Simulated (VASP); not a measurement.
A run of VASP 6.6.1 is set up as follows.

INCAR

```
SYSTEM = MgI2
  ALGO = Normal
  EDIFF = 1E-7
  ENCUT = 520
  GGA = PE
  ISIF = 2
  ISMEAR = 0
  LASPH = .TRUE.
  LCHARG = .FALSE.
  LREAL = .FALSE.
  LWAVE = .FALSE.
  NBANDS = 15
  NELECT = 16.5
  NELM = 100
  PREC = Accurate
  SIGMA = 0.05
```

KPOINTS

```
k-points
0
G
  9 9 4
  0 0 0
```

File POSCAR:

```
MgI2
1.0
    4.1400000000      0.0000000000      0.0000000000
   -2.0700000000      3.5853451717      0.0000000000
    0.0000000000      0.0000000000      6.8800000000
Mg I
1 2
Direct
    0.0000000000      0.0000000000      0.0000000000
    0.3333333333      0.6666666667      0.2500000000
    0.6666666667      0.3333333333      0.7500000000
```

Potentials or basis: VASP PAW PBE potentials, release 64 (Mg, I).

Run with:

```bash
$ cat potpaw_PBE.64/Mg/POTCAR potpaw_PBE.64/I/POTCAR > POTCAR
$ mpirun -np 1 vasp_std > vasp.out
```

(1) Estimate the largest force.

## Answers

(1) 0.118 eV/Å.

Caveat: the cell carries a net charge on a neutralising background, which shifts energy and pressure.
